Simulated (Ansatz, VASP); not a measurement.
**Al in VASP and in Ansatz**

Contents of INCAR:

```
PREC = Accurate ; ENCUT = 520
EDIFF = 1E-6 ; ISMEAR = 1
SIGMA = 0.15 ; LREAL = False
LASPH = True ; NELM = 100
ALGO = Normal ; ISIF = 2
LWAVE = False ; LCHARG = False
GGA = PE ; IVDW = 12
NBANDS = 8
```

File KPOINTS:

```
regular mesh
0
Gamma
  12 12 12
```

Contents of POSCAR:

```
Al
1.0
    0.0000000000      2.0066492908      2.0066492908
    2.0066492908      0.0000000000      2.0066492908
    2.0066492908      2.0066492908      0.0000000000
Al
1
Direct
    0.0000000000      0.0000000000      0.0000000000
```

Input for Ansatz:

```yaml
crystal:
  lattice:
    - [0.0, 2.006649290775846, 2.006649290775846]
    - [2.006649290775846, 0.0, 2.006649290775846]
    - [2.006649290775846, 2.006649290775846, 0.0]
  atoms:
    - { symbol: Al, position: [0.0, 0.0, 0.0] }
basis:
  ecutwfc: 489.804952427784
kpoints:
  mp_grid:
    grid: [12, 12, 12]
hamiltonian:
  xc: pbe
  dispersion: d3bj
scf:
  convergence:
    dr2_threshold: 1.0e-10
  occupations:
    method: methfessel_paxton
    width: 0.15
output:
  stress: true
```

Alike in both runs: task single point; functional PBE; dispersion D3(BJ); k mesh 12 × 12 × 12; occupations methfessel-paxton of order 1, width 0.15 eV; no spin polarisation.

```csv
,VASP,Ansatz
version,VASP 6.6.1,Ansatz 0.2.0
potentials or method,"VASP PAW PBE potentials, release 64 (Al), cutoff 520 eV","plane waves, PAW"
valence electrons in the cell,3,3
```

```csv
,VASP,Ansatz,Ansatz less VASP
pressure (GPa),-1.6,-1.6,+0.03
```
